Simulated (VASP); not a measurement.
# In4SbAs3 (P1) in VASP: relaxation of cell and atoms with PBE

Aim: the relaxation of cell and atoms of In4SbAs3 with PBE.

Everything below comes from runs of VASP 6.6.1. Logs are shortened: lines on timing, memory, paths and dates and some standing lists are left out, and cuts for length are marked.

## Step 1: The cell of the first run

The typed cell holds 8 atoms: a = 6.351 Å, b = 6.235 Å, c = 7.688 Å, α = 114.14°, β = 113.02°, γ = 90.48°.

## Step 2: Relaxation of cell and atoms, PBE

Input file INCAR:

```
PREC = Accurate
ENCUT = 600
EDIFF = 1E-7
ISMEAR = 0
SIGMA = 0.2
LREAL = False
LASPH = True
NELM = 100
ALGO = Normal
ISIF = 3
LWAVE = False
LCHARG = False
GGA = PE
IBRION = 2
NSW = 80
EDIFFG = -0.025
```

Input file KPOINTS:

```
Automatic mesh
0
Gamma
  4 4 4
```

Input file POSCAR:

```
In4SbAs3
1.0
    6.3505600503     -0.0262662966      0.0717418560
   -0.0262662966      6.2348228925     -0.0266155466
   -3.0905221094     -3.1308504058      6.3054115097
In Sb As
4 1 3
Direct
    0.3795400673      0.8792471276      0.2641262886
    0.8746108762      0.3841249366      0.2591492606
    0.1041060653      0.1304044566      0.7466595657
    0.6212475221      0.5929940962      0.7247426010
   -0.0060207526     -0.0292830607     -0.0046611152
    0.2711181634      0.7653087174      0.5030031725
    0.7563876725      0.2572857104      0.5127431356
    0.4990103859      0.5199180159     -0.0057629086
```

Potentials or basis: VASP PAW PBE potentials, release 64 (In_d, Sb, As).

Command:

```bash
$ cat potpaw_PBE.64/In_d/POTCAR potpaw_PBE.64/Sb/POTCAR potpaw_PBE.64/As/POTCAR > POTCAR
$ mpirun -np 1 vasp_std > vasp.out
```

OUTCAR:

```text
PREC = Accurate
   ENCUT = 600
   EDIFF = 1E-7
   ISMEAR = 0
   LREAL = False
   LASPH = True
   NELM = 100
   ISIF = 3
   GGA = PE
   IBRION = 2
   NSW = 80
   EDIFFG = -0.025

 ion  position               nearest neighbor table
   1  0.380  0.879  0.264-   6 2.53   8 2.71   7 2.75   5 2.76
   2  0.875  0.384  0.259-   7 2.72   6 2.84   8 2.86   5 2.88
   3  0.104  0.130  0.747-   7 2.61   5 2.78   6 2.81   8 2.86
   4  0.621  0.593  0.725-   7 2.47   8 2.67   5 2.74   6 2.75
   5  0.994  0.971  0.995-   4 2.74   1 2.76   3 2.78   2 2.88
   6  0.271  0.765  0.503-   1 2.53   4 2.75   3 2.81   2 2.84
   7  0.756  0.257  0.513-   4 2.47   3 2.61   2 2.72   1 2.75
   8  0.499  0.520  0.994-   4 2.67   1 2.71   3 2.86   2 2.86

  LATTYP: Found a triclinic cell.
 ALAT       =     7.6663090149
 B/A-ratio  =     0.8132903352
 C/A-ratio  =     0.8284325054
 COS(alpha) =     0.0083963639
 COS(beta)  =     0.3989500240
 COS(gamma) =     0.4030941309

  Lattice vectors:

 A1 = (  -3.1167884060,   3.1039724867,   6.2787959631)
 A2 = (  -0.0262662966,   6.2348228925,  -0.0266155466)
 A3 = (  -6.3505600503,   0.0262662966,  -0.0717418560)

Analysis of symmetry for initial positions (statically):
=====================================================================
 Subroutine PRICEL returns:
 Original cell was already a primitive cell.

 Routine SETGRP: Setting up the symmetry group for a
 triclinic supercell.

 Subroutine GETGRP returns: Found  1 space group operations
 (whereof  1 operations were pure point group operations)
 out of a pool of  2 trial point group operations.

The static configuration has the point symmetry C_1 .

Analysis of symmetry for dynamics (positions and initial velocities):
=====================================================================
 Subroutine PRICEL returns:
 Original cell was already a primitive cell.

 Routine SETGRP: Setting up the symmetry group for a
 triclinic supercell.

 Subroutine GETGRP returns: Found  1 space group operations
 (whereof  1 operations were pure point group operations)
 out of a pool of  2 trial point group operations.

The dynamic configuration has the point symmetry C_1 .

 Subroutine INISYM returns: Found  1 space group operations
 (whereof  1 operations are pure point group operations),
 and found     1 'primitive' translations

[... 127 lines left out ...]
  volume/ion in A,a.u.               =      31.31       211.32
  Fermi-wavevector in a.u.,A,eV,Ry     =   1.080378  2.041618 15.880937  1.167216
  Thomas-Fermi vector in A             =   2.216367
   LORBIT       =      0    0 simple, 1 ext, 2 COOP (PROOUT), +10 PAW based schemes
   GGA     = PE    functional components
   LHFCALC =     F    Hartree Fock is set to
   AEXX    =    0.0000 exact exchange contribution
   IVDW    =     0    specifies the selected vdW correction
   LEPSILON=     F    determine dielectric tensor
   LRPA    =     F    only Hartree local field effects (RPA)
 conjugate gradient relaxation of ions
 non-spin polarized calculation
 Gauss-broadening in eV      SIGMA  =   0.20
  energy-cutoff  :      600.00
  volume of cell :      250.51
 maximum number of plane-waves:      8395
 NGX is ok and might be reduce to    54
   NGX = 25   NGY = 25   NGZ = 31

--------------------------------------- Ionic step        1  -------------------------------------------

 number of electron      72.0000006 magnetization

 Free energy of the ion-electron system (eV)
  ---------------------------------------------------
  ext. energy  EPLUGINS =         0.00000000
  ---------------------------------------------------
  free energy    TOTEN  =       -29.39304872 eV

  energy without entropy =      -29.38743460  energy(sigma->0) =      -29.39024166

------------------------ aborting loop because EDIFF is reached ----------------------------------------

  FORCE on cell =-STRESS in cart. coord.  units (eV):
  Direction    XX          YY          ZZ          XY          YZ          ZX
  --------------------------------------------------------------------------------------
  -------------------------------------------------------------------------------------
  Total        0.7230337      1.6830061      1.3125716     -0.1248685     -0.3528272     -2.2744405
  in kB        4.6242250     10.7638124      8.3946663     -0.7986071     -2.2565370    -14.5463823
  external PRESSURE =       7.9275679 kB  Pullay stress =       0.0000000 kB
[... 107 lines left out ...]
  FREE ENERGIE OF THE ION-ELECTRON SYSTEM (eV)
  ---------------------------------------------------
  free  energy   TOTEN  =       -29.8338901911 eV

  energy  without entropy=      -29.8278160734  energy(sigma->0) =      -29.83085313

[... ionic steps 4 to 13 ...]

--------------------------------------- Ionic step       14  -------------------------------------------

 number of electron      72.0000003 magnetization

------------------------ aborting loop because EDIFF is reached ----------------------------------------
[... 79 lines left out ...]
--------------------------------------- Ionic step       16  -------------------------------------------

 number of electron      72.0000001 magnetization

 Free energy of the ion-electron system (eV)
  ---------------------------------------------------
  ext. energy  EPLUGINS =         0.00000000
  ---------------------------------------------------
  free energy    TOTEN  =       -30.01219073 eV

  energy without entropy =      -30.00621617  energy(sigma->0) =      -30.00920345

 E-fermi :   4.0902     XC(G=0):  -8.6890

 val. band max:        4.0172719364   @ k =   0.0000   0.0000   0.0000
 cond. band min:       4.5152096432   @ k =   0.5000   0.5000   0.5000
 fundamental gap:      0.4979377068
 Fermi energy:         4.0902107627

 k-point     1 :       0.0000    0.0000    0.0000
  band No.  band energies     occupation
      1     -10.4464      2.00000
      2     -10.4272      2.00000
      3     -10.4088      2.00000
      4     -10.3218      2.00000
      5     -10.3217      2.00000
      6     -10.3209      2.00000
[... 1093 lines left out ...]
     42       7.8575      0.00000
     43       7.9386      0.00000

 [... further k-points ...]

------------------------ aborting loop because EDIFF is reached ----------------------------------------

  FORCE on cell =-STRESS in cart. coord.  units (eV):
  Direction    XX          YY          ZZ          XY          YZ          ZX
  --------------------------------------------------------------------------------------
  -------------------------------------------------------------------------------------
  Total       -0.0219182     -0.0277598      0.0045911     -0.0096195     -0.0026789     -0.0187854
  in kB       -0.1403162     -0.1777135      0.0293915     -0.0615825     -0.0171498     -0.1202609
  external PRESSURE =      -0.0962128 kB  Pullay stress =       0.0000000 kB
[... 23 lines left out ...]
  FREE ENERGIE OF THE ION-ELECTRON SYSTEM (eV)
  ---------------------------------------------------
  free  energy   TOTEN  =       -30.0121907293 eV

  energy  without entropy=      -30.0062161750  energy(sigma->0) =      -30.00920345

 reached required accuracy - stopping structural energy minimisation
```

It took 3.1 h on 1 thread of Intel Xeon Platinum 8259CL at 2.50GHz (Skylake/Cascade Lake), shared host; peak memory 0.76 GiB.

What came out:

```
Free energy                           : -30.0122 eV
Relaxed volume                        : 31.28 Å³/atom
Relaxed cell                          : a = 6.306 Å, b = 6.306 Å, c = 7.712 Å, α = 114.12°, β = 114.13°, γ = 89.98°
Space group after relaxing (to 0.1 Å) : I-42m (No. 121)
Energy gained by relaxing             : 77.4 meV/atom
Ionic steps                           : 16
Pressure after relaxing               : 0.0 GPa
Largest force after relaxing          : 0.023 eV/Å
Band gap on the k mesh                : 0.01 eV
```

Forces on the atoms (eV/Å):
```
In  -0.010 -0.014  0.004
In  -0.003  0.009  0.007
In  -0.004  0.018 -0.013
In   0.007  0.008 -0.003
Sb   0.003  0.000 -0.002
As  -0.006 -0.010  0.003
As   0.007 -0.009  0.004
As   0.006 -0.002  0.000
```

The path:
| step | energy change (eV) | largest force (eV/Å) | pressure (GPa) | volume (Å³) |
| --- | --- | --- | --- | --- |
| 1 | 0.0000 | 1.6805 | 0.79 | 250.51 |
| 2 | -0.4146 | 0.7549 | -0.81 | 256.12 |
| 3 | -0.4408 | 0.7098 | -1.15 | 258.13 |
| 4 | -0.5706 | 0.3475 | -0.03 | 250.55 |
| 5 | -0.5796 | 0.3343 | 0.42 | 248.06 |
| 6 | -0.6036 | 0.1453 | -0.02 | 250.25 |
| 7 | -0.6056 | 0.1293 | -0.17 | 251.09 |
| 8 | -0.6094 | 0.0932 | 0.03 | 250.00 |
| 9 | -0.6095 | 0.1018 | 0.05 | 249.85 |
| 10 | -0.6117 | 0.0757 | 0.04 | 249.91 |
| 11 | -0.6148 | 0.0953 | 0.02 | 250.08 |
| 12 | -0.6167 | 0.0717 | -0.02 | 250.27 |
| 13 | -0.6177 | 0.0499 | -0.06 | 250.53 |
| 14 | -0.6188 | 0.0365 | 0.02 | 250.10 |
| 15 | -0.6188 | 0.0402 | 0.03 | 250.05 |
| 16 | -0.6191 | 0.0227 | -0.01 | 250.27 |

Final structure:
```cif
data_structure
_symmetry_space_group_name_H-M 'P 1'
_symmetry_Int_Tables_number 1
_cell_length_a 6.3062
_cell_length_b 6.3057
_cell_length_c 7.7123
_cell_angle_alpha 114.118
_cell_angle_beta 114.133
_cell_angle_gamma 89.983
_cell_volume 250.27
loop_
_atom_site_label
_atom_site_type_symbol
_atom_site_fract_x
_atom_site_fract_y
_atom_site_fract_z
_atom_site_occupancy
In1 In 0.39104 0.86987 0.25804 1
In2 In 0.86890 0.39035 0.25800 1
In3 In 0.13162 0.13052 0.74245 1
In4 In 0.60882 0.60916 0.74167 1
Sb1 Sb 0.99887 0.99905 0.99989 1
As1 As 0.25058 0.75057 0.49943 1
As2 As 0.75096 0.25094 0.50043 1
As3 As 0.49922 0.49955 0.00010 1
```

Caveat: the smearing spreads over this small gap; semilocal functionals underestimate gaps, and a narrow one can read as zero; spin-orbit coupling is left out, which moves the levels of the heavy elements. A k mesh can miss the band edges.

The gap in the log of VASP goes by the Fermi energy; the results here count the filled bands.